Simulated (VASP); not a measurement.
Here is a VASP 6.6.1 calculation.

File POSCAR:

```
Sr
1.0
   -2.3886250000      2.3886250000      2.4613750000
    2.3886250000     -2.3886250000      2.4613750000
    2.3886250000      2.3886250000     -2.4613750000
Sr
1
Direct
    0.0000000000      0.0000000000      0.0000000000
```

The input INCAR.step1:

```
PREC = Accurate
ENCUT = 520
ISMEAR = 0
SIGMA = 0.15
LREAL = F
LASPH = T
NELM = 80
NBANDS = 11
GGA = PE
ALGO = Normal
EDIFF = 1E-4
LWAVE = T
LCHARG = F
```

The input INCAR.step2:

```
PREC = Accurate
ENCUT = 520
EDIFF = 1E-6
ISMEAR = 0
SIGMA = 0.15
LREAL = F
LASPH = T
NELM = 80
ALGO = Normal
ISIF = 2
LWAVE = F
LCHARG = T
METAGGA = R2SCAN
LMIXTAU = T
LELF = T
LVHAR = T
NBANDS = 11
ISTART = 1
```

KPOINTS

```
Automatic mesh
0
Gamma
  14 14 14
```

Potentials or basis: VASP PAW PBE potentials, release 64 (Sr_sv).

Launch:

```bash
$ cat potpaw_PBE.64/Sr_sv/POTCAR > POTCAR
$ cp INCAR.step1 INCAR
$ mpirun -np 1 vasp_std > vasp.out
$ cp INCAR.step2 INCAR
$ mpirun -np 1 vasp_std > vasp.out
```

(1) Predict the pressure.

(2) Predict the band gap on the k mesh.

## Answers

(1) 0.0 GPa.

(2) zero (bands 5 and 6 overlap by 0.29 eV).

Caveat: the cell differs from its parent crystal (strain -0.015 along x and y, +0.015 along z); the PAW data sets were made with another functional, which shifts forces and pressure a little.
